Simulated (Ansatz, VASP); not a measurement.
SiC in VASP and in Ansatz

File INCAR:

```
ALGO = Normal
EDIFF = 1E-7
ENCUT = 520
GGA = CA
ISIF = 2
ISMEAR = 0
LASPH = True
LCHARG = False
LREAL = False
LWAVE = False
NBANDS = 26
NELM = 80
PREC = Accurate
SIGMA = 0.05
```

KPOINTS

```
k-points
0
Gamma
  10 6 6
```

POSCAR

```
SiC
1.0
   -3.0561890844      0.0000000000      0.0000000000
    0.0000000000      0.0000000000     -5.0161734138
    0.0000000000     -5.2934747717      0.0000000000
Si C
4 4
Direct
    0.5348106053      0.9953958738      0.1666666667
    0.0277499960      0.9953958738      0.6666666667
   -0.0277499960      0.4953958738      0.3333333333
    0.4651893947      0.4953958738      0.8333333333
    0.4745453990      0.6196041262      0.1666666667
   -0.0318290525      0.6196041262      0.6666666667
    0.0318290525      0.1196041262      0.3333333333
    0.5254546010      0.1196041262      0.8333333333
```

Input for Ansatz:

```yaml
crystal:
  lattice:
    - [-3.0561890844, 0.0, 0.0]
    - [0.0, 0.0, -5.0161734138]
    - [0.0, -5.2934747717, 0.0]
  atoms:
    - { symbol: Si, position: [0.5348106053, 0.9953958738, 0.1666666667] }
    - { symbol: Si, position: [0.027749996, 0.9953958738, 0.6666666667] }
    - { symbol: Si, position: [-0.027749996, 0.4953958738, 0.3333333333] }
    - { symbol: Si, position: [0.4651893947, 0.4953958738, 0.8333333333] }
    - { symbol: C, position: [0.474545399, 0.6196041262, 0.1666666667] }
    - { symbol: C, position: [-0.0318290525, 0.6196041262, 0.6666666667] }
    - { symbol: C, position: [0.0318290525, 0.1196041262, 0.3333333333] }
    - { symbol: C, position: [0.525454601, 0.1196041262, 0.8333333333] }
basis:
  ecutwfc: 520.0
kpoints:
  mp_grid: { grid: [10, 6, 6] }
hamiltonian:
  xc: lda
  pseudopotentials: { kind: paw, azcp: { folder: soft_1 } }
scf:
  occupations: { method: gaussian, width: 0.05 }
output:
  forces: true
  stress: true
  eigenvalues: true
```

Change from the starting cell: mode 4 frozen in at -0.075 Å and mode 5 at -0.113 Å (largest displacements).

Alike in both runs: task single point; functional LDA; k mesh 10 × 6 × 6; occupations gaussian, width 0.05 eV; no spin polarisation.

|  | VASP | Ansatz |
| --- | --- | --- |
| version | VASP 6.6.1 | Ansatz 0.2.0 |
| potentials or method | VASP PAW LDA potentials, release 64 (Si, C), cutoff 520 eV | scalar-relativistic, plane waves, PAW |
| valence electrons in the cell | 32 | 32 |

```tsv
	VASP	Ansatz	Ansatz less VASP
gap on the k mesh at the Fermi level (eV)	1.94	1.96	+0.017
least direct gap on the mesh (eV)	2.64	2.66	+0.011
pressure (GPa)	0.1	-0.3	-0.41
traceless stress, the component that is largest in VASP (GPa)	-0.68	-0.66	+0.015
rms of the force components (eV/Å)	0.291	0.291	+0.0004
```

Ansatz warns that its potentials were made for another functional, while VASP's fit it. LDA's correlation is that of Perdew and Zunger in VASP and of Perdew and Wang (1992) in Ansatz. Atom by atom the forces differ by 0.000 eV/Å (rms over components).
